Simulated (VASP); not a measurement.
**Rh: single point with LDA**

The system is Rh.

```
CELL_PARAMETERS angstrom
0.00000 1.89021 1.89021
1.89021 0.00000 1.89021
1.89021 1.89021 0.00000
ATOMIC_POSITIONS crystal
Rh 0.00000 0.00000 0.00000
```

* Program: VASP 6.6.1
* Task: single point
* Functional: LDA
* Potentials or basis: VASP PAW LDA potentials, release 64 (Rh_pv)
* Cutoff: 520 eV
* k mesh: 18 × 18 × 18
* Occupations: fermi-dirac, width 0.05 eV
* Spin: no spin polarisation

```
Pressure : -5.5 GPa
```

Levels at points of the mesh, in eV from the Fermi level:
```
           k point  band 4  band 5  band 6  band 7  band 8  band 9  band 10  band 11
(0.00, 0.00, 0.00)   -8.17   -3.20   -3.20   -3.20   -1.02   -1.02    15.93    20.28
(0.50, 0.00, 0.00)   -6.33   -3.27   -3.27    0.59    0.59    0.67     8.76    15.45
(0.50, 0.50, 0.00)   -6.52   -6.16    0.58    1.02    1.02    3.22    12.46    13.31
```

It took 17 s on 1 thread of AMD EPYC 9R14 (Zen 4) (shared host), peak memory 0.11 GiB.
